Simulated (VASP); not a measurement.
Cr3N, 4 atoms in the cell. It takes space group P4/mmm (No. 123, tetragonal). Conventional cell: a = 4.062 Å, b = 4.062 Å, c = 3.078 Å, α = 90.00°, β = 90.00°, γ = 90.00°. Cr (site symmetry 4/mmm) has 4 Cr at 2.03 Å within 2.7 Å. Within 2.7 Å of Cr (site symmetry mmm) lie 2 Cr at 2.03 Å and 4 N at 2.55 Å. N (site symmetry 4/mmm) has 16 Cr at 2.55 to 3.26 Å and 2 N at 3.08 Å within 3.4 Å. The cell was generated, and may not be a known phase.

```yaml
Program: VASP 6.6.1
Task: relaxation of cell and atoms
Functional: PBE
Potentials_or_basis: VASP PAW PBE potentials, release 64 (Cr_pv, N)
Cutoff: 600 eV
k_mesh: 4 × 4 × 6
Occupations: gaussian, width 0.1 eV
Spin: collinear spin, ferromagnetic start
Starting_moments: "[3.0, 3.0, 3.0, 0.0] μB"
Dipole_correction: no
Further_INCAR_settings: ALGO = Normal; EDIFF = 1e-06; IBRION = 2; EDIFFG = -0.04; NSW = 90; ISIF = 3
```

Potentials or basis: VASP PAW PBE potentials, release 64 (Cr_pv, N).

Command:

```console
$ cat potpaw_PBE.64/Cr_pv/POTCAR potpaw_PBE.64/N/POTCAR > POTCAR
$ mpirun -np 1 vasp_std > vasp.out
```

Hardware: 1 thread of Intel(R) Xeon(R) Platinum 8488C (Sapphire Rapids), on a shared host.

Task: Estimate the wall time of this run.

Result: Run time: 9.4 min on 1 thread of Intel(R) Xeon(R) Platinum 8488C (Sapphire Rapids), on a shared host, peak memory 0.24 GiB. Counts: scf iterations 134, k points 24, ion steps 10.
